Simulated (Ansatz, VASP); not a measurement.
**In2Te2O in VASP and in Ansatz**

```
CELL_PARAMETERS angstrom
4.48548 0.00000 0.00000
-2.24274 3.88454 0.00000
0.00000 0.00000 7.29859
ATOMIC_POSITIONS crystal
In 0.66667 0.33333 0.35595
In 0.33333 0.66667 0.64405
Te 0.66667 0.33333 0.81817
Te 0.33333 0.66667 0.18183
O 0.00000 0.00000 0.00000
```

Change from the starting cell: species swapped into the YbMn2Sb2 type (P-3m1, No. 164).

Alike in both runs: functional PBE; k mesh 12 × 12 × 6; occupations gaussian, width 0.1 eV; no spin polarisation.

Ansatz relaxed the structure, and its values are those at the end. VASP's run is a single point on that final structure, the one shown.

```csv
,VASP,Ansatz
version,VASP 6.6.1,Ansatz 0.2.0
potentials or method,"VASP PAW PBE potentials, release 64 (In_d, Te, O), cutoff 520 eV","scalar-relativistic, plane waves, PAW"
valence electrons in the cell,44,64
```

|  | VASP | Ansatz | Ansatz less VASP |
| --- | --- | --- | --- |
| gap on the k mesh at the Fermi level (eV) | none | none | - |
| pressure (GPa) | -0.1 | 0.0 | +0.07 |
| rms of the force components (eV/Å) | 0.005 | 0.002 | -0.0027 |

A gap of «none» marks a metal or a gap that the smearing closes. With one functional, cell and mesh, what is left measures potentials, basis and numerics. VASP's potentials hold 44 valence electrons a cell and Ansatz's 64, so a difference there can come from the potentials and not from the codes.

Spin-orbit coupling is off throughout.
